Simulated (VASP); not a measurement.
# SnO2 (P6_3/mmc) in VASP: notebook

The runs below take SnO2 through single point, with PBEsol.

Everything below comes from runs of VASP 6.6.1. Logs are shortened: lines on timing, memory, paths and dates and some standing lists are left out, and cuts for length are marked.

**1. The cell of the first run**

The structure is hexagonal, space group P6_3/mmc (No. 194). The conventional cell has a = 3.176 Å, b = 3.176 Å, c = 10.608 Å, α = 90.00°, β = 90.00°, γ = 120.00°. Sn (site symmetry -3m) has 6 O at 2.09 Å within 2.8 Å. Within 2.8 Å of O (site symmetry 3m) lie 3 Sn at 2.09 Å and 3 O at 2.71 Å.

**2. Single point, PBEsol**

INCAR

```
SYSTEM = SnO2
PREC     = Accurate       ! precision mode
ENCUT    = 520            ! plane-wave cutoff, eV
EDIFF    = 1E-7           ! SCF threshold, eV
ISMEAR   = 0              ! smearing method
SIGMA    = 0.01           ! smearing width, eV
LREAL    = .FALSE.        ! projectors in reciprocal space
LASPH    = .TRUE.         ! aspherical terms in the spheres
NELM     = 100            ! most SCF steps
ALGO     = Normal         ! electronic algorithm
ISIF     = 2              ! what is computed and relaxed
LWAVE    = .FALSE.        ! write WAVECAR
LCHARG   = .FALSE.        ! write CHGCAR
GGA      = PS             ! functional
NBANDS   = 35             ! bands
```

KPOINTS

```
Automatic mesh
0
G
  12 12 2
  0 0 0
```

POSCAR

```
SnO2
1.0
    3.1758138267      0.0000000000      0.0000000000
   -1.5879069134      2.7503311764      0.0000000000
    0.0000000000      0.0000000000     10.6076338138
Sn O
2 4
Direct
    0.0000000000      0.0000000000      0.5000000000
    0.0000000000      0.0000000000      0.0000000000
    0.6666666667      0.3333333333      0.4058600000
    0.6666666667      0.3333333333      0.0941400000
    0.3333333333      0.6666666667      0.5941400000
    0.3333333333      0.6666666667      0.9058600000
```

Potentials or basis: VASP PAW PBE potentials, release 64 (Sn_d, O).

The run is started by

```sh
cat potpaw_PBE.64/Sn_d/POTCAR potpaw_PBE.64/O/POTCAR > POTCAR
mpirun -np 1 vasp_std > vasp.out
```

OUTCAR:

```text
SYSTEM = SnO2
   PREC = Accurate
   ENCUT = 520
   EDIFF = 1E-7
   ISMEAR = 0
   LREAL = .FALSE.
   LASPH = .TRUE.
   NELM = 100
   ISIF = 2
   GGA = PS

 ion  position               nearest neighbor table
   1  0.000  0.000  0.500-   5 2.09   3 2.09   5 2.09   3 2.09   3 2.09   5 2.09
   2  0.000  0.000  0.000-   6 2.09   4 2.09   6 2.09   4 2.09   4 2.09   6 2.09
   3  0.667  0.333  0.406-   1 2.09   1 2.09   1 2.09
   4  0.667  0.333  0.094-   2 2.09   2 2.09   2 2.09
   5  0.333  0.667  0.594-   1 2.09   1 2.09   1 2.09
   6  0.333  0.667  0.906-   2 2.09   2 2.09   2 2.09

  LATTYP: Found a hexagonal cell.
 ALAT       =     3.1758138267
 C/A-ratio  =     3.3401308744

  Lattice vectors:

 A1 = (   3.1758138267,   0.0000000000,   0.0000000000)
 A2 = (  -1.5879069134,   2.7503311764,   0.0000000000)
 A3 = (   0.0000000000,   0.0000000000,  10.6076338138)

Analysis of symmetry for initial positions (statically):
=====================================================================
 Subroutine PRICEL returns:
 Original cell was already a primitive cell.

 Routine SETGRP: Setting up the symmetry group for a
 hexagonal supercell.

 Subroutine GETGRP returns: Found 24 space group operations
 (whereof 12 operations were pure point group operations)
 out of a pool of 24 trial point group operations.

The static configuration has the point symmetry D_3d.
 The point group associated with its full space group is D_6h.

Analysis of symmetry for dynamics (positions and initial velocities):
=====================================================================
 Subroutine PRICEL returns:
 Original cell was already a primitive cell.

 Routine SETGRP: Setting up the symmetry group for a
 hexagonal supercell.

 Subroutine GETGRP returns: Found 24 space group operations
 (whereof 12 operations were pure point group operations)
 out of a pool of 24 trial point group operations.

The dynamic configuration has the point symmetry D_3d.
 The point group associated with its full space group is D_6h.

 Subroutine INISYM returns: Found 24 space group operations
 (whereof 12 operations are pure point group operations),
 and found     1 'primitive' translations

----------------------------------------------------------------------------------------

                                     Primitive cell

  volume of cell :      92.6528

  direct lattice vectors                    reciprocal lattice vectors
     3.175813827  0.000000000  0.000000000     0.314879919  0.181796289  0.000000000
    -1.587906913  2.750331176  0.000000000     0.000000000  0.363592577  0.000000000
     0.000000000  0.000000000 10.607633814     0.000000000  0.000000000  0.094271731

  length of vectors
     3.175813827  3.175810124 10.607633814     0.363592153  0.363592577  0.094271731

  position of ions in fractional coordinates (direct lattice)
     0.000000000  0.000000000  0.500000000
     0.000000000  0.000000000  0.000000000
     0.666666667  0.333333333  0.405860000
     0.666666667  0.333333333  0.094140000
     0.333333333  0.666666667  0.594140000
     0.333333333  0.666666667  0.905860000

  ion indices of the primitive-cell ions
   primitive index   ion index
                 1           1
                 2           2
                 3           3
                 4           4
                 5           5
                 6           6

----------------------------------------------------------------------------------------

 KPOINTS: Automatic mesh

Automatic generation of k-mesh.
 Grid dimensions read from file:
 generate k-points for:   12   12    2

 Generating k-lattice:

  Cartesian coordinates                     Fractional coordinates (reciprocal lattice)
     0.026239993  0.015149691  0.000000000     0.083333333  0.000000000  0.000000000
     0.000000000  0.030299381  0.000000000     0.000000000  0.083333333  0.000000000
     0.000000000  0.000000000  0.047135865     0.000000000  0.000000000  0.500000000

  Length of vectors
     0.030299346  0.030299381  0.047135865

  Shift w.r.t. Gamma in fractional coordinates (k-lattice)
     0.000000000  0.000000000  0.000000000

 Subroutine IBZKPT returns following result:
 ===========================================

 Found     38 irreducible k-points:

 Following reciprocal coordinates:
            Coordinates               Weight
  0.000000  0.000000  0.000000      1.000000
  0.083333  0.000000  0.000000      6.000000
  0.166667  0.000000  0.000000      6.000000
  0.250000  0.000000  0.000000      6.000000
  0.333333  0.000000  0.000000      6.000000
  0.416667  0.000000  0.000000      6.000000
[... 16 lines left out ...]
  0.250000  0.000000  0.500000      6.000000
  0.333333  0.000000  0.500000      6.000000
 [... further k-points ...]
   k-points           NKPTS =     38   k-points in BZ     NKDIM =     38   number of bands    NBANDS=     35
   number of dos      NEDOS =    301   number of ions     NIONS =      6
   total plane-waves  NPLWV =  46080
   dimension x,y,z NGX =    24 NGY =   24 NGZ =   80
   dimension x,y,z NGXF=    48 NGYF=   48 NGZF=  160
   ions per type =               2   4
   NGX,Y,Z   is equivalent  to a cutoff of  12.56, 12.56, 12.54 a.u.
   NGXF,Y,Z  is equivalent  to a cutoff of  25.13, 25.13, 25.08 a.u.
 SYSTEM =  SnO2
   PREC   = accura    normal or accurate (medium, high low for compatibility)
   ISTART =      0    job   : 0-new  1-cont  2-samecut
   ICHARG =      2    charge: 1-file 2-atom 10-const
   ISPIN  =      1    spin polarized calculation?
   LNONCOLLINEAR =      F non collinear calculations
   LSORBIT =      F    spin-orbit coupling
   LASPH  =      T    aspherical Exc in radial PAW
   ENCUT  =  520.0 eV  38.22 Ry    6.18 a.u.   5.90  5.90 19.72*2*pi/ulx,y,z
   NELM   =    100;   NELMIN=  2; NELMDL= -5     # of ELM steps
   EDIFF  = 0.1E-06   stopping-criterion for ELM
   LREAL  =      F    real-space projection
   EDIFFG = 0.1E-05   stopping-criterion for IOM
   NSW    =      0    number of steps for IOM
   IBRION =     -1    ionic relax: 0-MD 1-quasi-New 2-CG
   NFREE  =      0    steps in history (QN), initial steepest desc. (CG)
   ISIF   =      2    stress and relaxation
   ISYM   =      2    0-nonsym 1-usesym 2-fastsym
   POTIM  = 0.5000    time-step for ionic-motion
   TEBEG  =    0.0;   TEEND  =   0.0 temperature during run
   PSTRESS=    0.0 pullay stress
   NELECT =      52.0000    total number of electrons
   NUPDOWN=      -1.0000    fix difference up-down
   EMIN   =  10.00;   EMAX   =-10.00  energy-range for DOS
   EFERMI =   0.00;   METHOD = LEGACY
   ISMEAR =     0;   SIGMA  =   0.01  broadening in eV -4-tet -1-fermi 0-gaus
   EFERMI_NEDOS =   21; number of points for ismear=-14 and -15
   IALGO  =     38    algorithm
   IMIX   =      4    mixing-type and parameters
     AMIX     =   0.40;   BMIX     =  1.00
     AMIX_MAG =   1.60;   BMIX_MAG =  1.00
  volume/ion in A,a.u.               =      15.44       104.21
  Fermi-wavevector in a.u.,A,eV,Ry     =   1.350381  2.551851 24.810629  1.823530
  Thomas-Fermi vector in A             =   2.477890
   LORBIT       =      0    0 simple, 1 ext, 2 COOP (PROOUT), +10 PAW based schemes
   GGA     = PS    functional components
   LHFCALC =     F    Hartree Fock is set to
   AEXX    =    0.0000 exact exchange contribution
   IVDW    =     0    specifies the selected vdW correction
   LEPSILON=     F    determine dielectric tensor
   LRPA    =     F    only Hartree local field effects (RPA)
 non-spin polarized calculation
 Gauss-broadening in eV      SIGMA  =   0.01
  energy-cutoff  :      520.00
  volume of cell :       92.65
 maximum number of plane-waves:      2526
 NGX is ok and might be reduce to    24
   NGX = 11   NGY = 11   NGZ = 39

 number of electron      51.9999987 magnetization

 Free energy of the ion-electron system (eV)
  ---------------------------------------------------
  ext. energy  EPLUGINS =         0.00000000
  ---------------------------------------------------
  free energy    TOTEN  =       -38.52423898 eV

  energy without entropy =      -38.52423898  energy(sigma->0) =      -38.52423898

 E-fermi :   2.4945     XC(G=0):  -9.5936

 val. band max:        2.4491484327   @ k =   0.2500   0.2500   0.0000
 cond. band min:       4.8069535463   @ k =   0.0000   0.0000   0.0000
 fundamental gap:      2.3578051135
 Fermi energy:         2.4945298310

 k-point     1 :       0.0000    0.0000    0.0000
  band No.  band energies     occupation
      1     -17.5325      2.00000
      2     -17.5306      2.00000
      3     -17.2145      2.00000
      4     -17.2145      2.00000
      5     -17.2144      2.00000
      6     -17.2144      2.00000
[... 27 lines left out ...]
     34      13.8801      0.00000
     35      13.9297      0.00000

 k-point     2 :       0.0833    0.0000    0.0000
  band No.  band energies     occupation
      1     -17.4945      2.00000
      2     -17.4929      2.00000
      3     -17.2837      2.00000
      4     -17.2831      2.00000
      5     -17.1967      2.00000
      6     -17.1966      2.00000
[... 27 lines left out ...]
     34      13.8336      0.00000
     35      14.0371      0.00000

 k-point     3 :       0.1667    0.0000    0.0000
  band No.  band energies     occupation
      1     -17.5256      2.00000
      2     -17.5236      2.00000
      3     -17.3397      2.00000
      4     -17.3386      2.00000
      5     -17.1521      2.00000
      6     -17.1521      2.00000
[... 27 lines left out ...]
     34      13.8209      0.00000
     35      14.4756      0.00000

 k-point     4 :       0.2500    0.0000    0.0000
  band No.  band energies     occupation
      1     -17.7585      2.00000
      2     -17.7557      2.00000
      3     -17.2202      2.00000
      4     -17.2194      2.00000
      5     -17.1091      2.00000
      6     -17.1091      2.00000
[... 27 lines left out ...]
     34      13.8280      0.00000
     35      14.9569      0.00000

 k-point     5 :       0.3333    0.0000    0.0000
  band No.  band energies     occupation
      1     -17.9737      2.00000
      2     -17.9705      2.00000
      3     -17.1542      2.00000
      4     -17.1537      2.00000
      5     -17.0931      2.00000
      6     -17.0930      2.00000
[... 638 lines left out ...]
 k-point    22 :       0.1667    0.0000    0.5000
  band No.  band energies     occupation
      1     -17.5246      2.00000
      2     -17.5246      2.00000
      3     -17.3391      2.00000
      4     -17.3391      2.00000
      5     -17.1521      2.00000
      6     -17.1521      2.00000
[... 27 lines left out ...]
     34      13.6443      0.00000
     35      14.4745      0.00000

 k-point    23 :       0.2500    0.0000    0.5000
  band No.  band energies     occupation
      1     -17.7571      2.00000
      2     -17.7571      2.00000
      3     -17.2198      2.00000
      4     -17.2198      2.00000
      5     -17.1091      2.00000
      6     -17.1091      2.00000
[... 27 lines left out ...]
     34      13.8207      0.00000
     35      14.9627      0.00000

 k-point    24 :       0.3333    0.0000    0.5000
  band No.  band energies     occupation
      1     -17.9721      2.00000
      2     -17.9721      2.00000
      3     -17.1539      2.00000
      4     -17.1539      2.00000
      5     -17.0931      2.00000
      6     -17.0931      2.00000
[... 27 lines left out ...]
     34      14.0713      0.00000
     35      15.0068      0.00000

 [... further k-points ...]
[... 5 lines left out ...]
  --------------------------------------------------------------------------------------
  -------------------------------------------------------------------------------------
  Total        2.0452139      2.0452075      1.3052478     -0.0000000     -0.0000000      0.0000000
  in kB       35.3663925     35.3662825     22.5706981     -0.0000000     -0.0000000      0.0000000
  external PRESSURE =      31.1011244 kB  Pullay stress =       0.0000000 kB

 VOLUME and BASIS-vectors are now :
 -----------------------------------------------------------------------------
  energy-cutoff  :      520.00
  volume of cell :       92.65
      direct lattice vectors                 reciprocal lattice vectors
     3.175813827  0.000000000  0.000000000     0.314879919  0.181796289  0.000000000
    -1.587906913  2.750331176  0.000000000     0.000000000  0.363592577  0.000000000
     0.000000000  0.000000000 10.607633814     0.000000000  0.000000000  0.094271731

 POSITION                                       TOTAL-FORCE (eV/Angst)
 -----------------------------------------------------------------------------------
      0.00000      0.00000      5.30382         0.000000      0.000000      0.000000
      0.00000      0.00000      0.00000         0.000000      0.000000      0.000000
      1.58791      0.91678      4.30521         0.000000      0.000000     -0.245175
      1.58791      0.91678      0.99860        -0.000000      0.000000      0.245175
     -0.00000      1.83355      6.30242         0.000000     -0.000000      0.245175
     -0.00000      1.83355      9.60903         0.000000     -0.000000     -0.245175
 -----------------------------------------------------------------------------------
    total drift:                               -0.000000      0.000000      0.000000

  FREE ENERGIE OF THE ION-ELECTRON SYSTEM (eV)
  ---------------------------------------------------
  free  energy   TOTEN  =       -38.5242389822 eV

  energy  without entropy=      -38.5242389822  energy(sigma->0) =      -38.52423898
```

Wall time 42 s (1 thread of Intel Xeon 6975P-C (Granite Rapids), shared host); peak memory 0.25 GiB.

Results:

```
Free energy            : -38.5242 eV
Pressure               : 3.1 GPa
Largest force          : 0.245 eV/Å
Band gap on the k mesh : 2.36 eV, indirect (least direct gap 2.85 eV)
```

Forces on the atoms (eV/Å):
```
Sn   0.000  0.000  0.000
Sn   0.000  0.000  0.000
O    0.000  0.000 -0.245
O    0.000  0.000  0.245
O    0.000  0.000  0.245
O    0.000  0.000 -0.245
```

Stress tensor (GPa, compression positive):
```
3.54 0.00 0.00
0.00 3.54 0.00
0.00 0.00 2.26
```

Caveat: the PAW data sets were made with another functional, which shifts forces and pressure a little; spin-orbit coupling is left out, which moves the levels of the heavy elements. As with any semilocal functional, this PBEsol gap is likely too small.

**3. Single point, PBEsol**

This run uses another cell than the first one, of 15.93 Å³/atom, 1.032 times its volume.

INCAR

```
ALGO = Normal
EDIFF = 1E-6
ENCUT = 520
GGA = PS
ISIF = 2
ISMEAR = 0
LASPH = True
LCHARG = True
LELF = True
LREAL = False
LVHAR = True
LWAVE = False
NBANDS = 35
NELM = 100
PREC = Accurate
SIGMA = 0.01
```

KPOINTS

```
k-points
0
Gamma
  12 12 2
```

Edit POSCAR of step 2 so:

```diff
@@ -2,5 +2,5 @@
 1.0
-    3.1758138267      0.0000000000      0.0000000000
-   -1.5879069134      2.7503311764      0.0000000000
-    0.0000000000      0.0000000000     10.6076338138
+    3.2088976017      0.0000000000      0.0000000000
+   -1.6044488009      2.7789825215      0.0000000000
+    0.0000000000      0.0000000000     10.7181379521
 Sn O
```

Potentials or basis: VASP PAW PBE potentials, release 64 (Sn_d, O).

The run is started by

```sh
cat potpaw_PBE.64/Sn_d/POTCAR potpaw_PBE.64/O/POTCAR > POTCAR
mpirun -np 1 vasp_std > vasp.out
```

Run time: 41 s. Hardware: 1 thread of Intel Xeon 6975P-C (Granite Rapids), shared host; peak memory 0.26 GiB.

Results (log left out):

```
Free energy            : -38.5432 eV
Pressure               : -1.3 GPa
Largest force          : 0.119 eV/Å
Band gap on the k mesh : 2.17 eV, indirect (least direct gap 2.60 eV)
```

Forces in eV/Å, atoms in the order of the input:
```
Sn   0.000  0.000  0.000
Sn   0.000  0.000  0.000
O    0.000  0.000  0.119
O    0.000  0.000 -0.119
O    0.000  0.000 -0.119
O    0.000  0.000  0.119
```

Stress tensor (GPa, compression positive):
```
-1.77  0.00  0.00
 0.00 -1.77  0.00
 0.00  0.00 -0.35
```

Levels at points of the mesh, in eV from the valence-band top:
```csv
k point,band 24,band 25,band 26,band 27,band 28,band 29
"(0.00, 0.00, 0.00)",-0.87,-0.87,-0.44,2.17,2.89,5.42
"(0.50, 0.00, 0.00)",-0.52,-0.47,-0.09,5.22,5.36,6.94
"(0.00, 0.00, 0.50)",-0.88,-0.76,-0.76,2.54,2.54,5.59
"(0.50, 0.00, 0.50)",-0.54,-0.26,-0.26,5.29,5.29,7.23
```

Caveat: the PAW data sets were made with another functional, which shifts forces and pressure a little; spin-orbit coupling is left out, which moves the levels of the heavy elements. PBEsol gaps usually lie below the measured ones, often by a third to a half.

(Continued in part 2 of 2.)
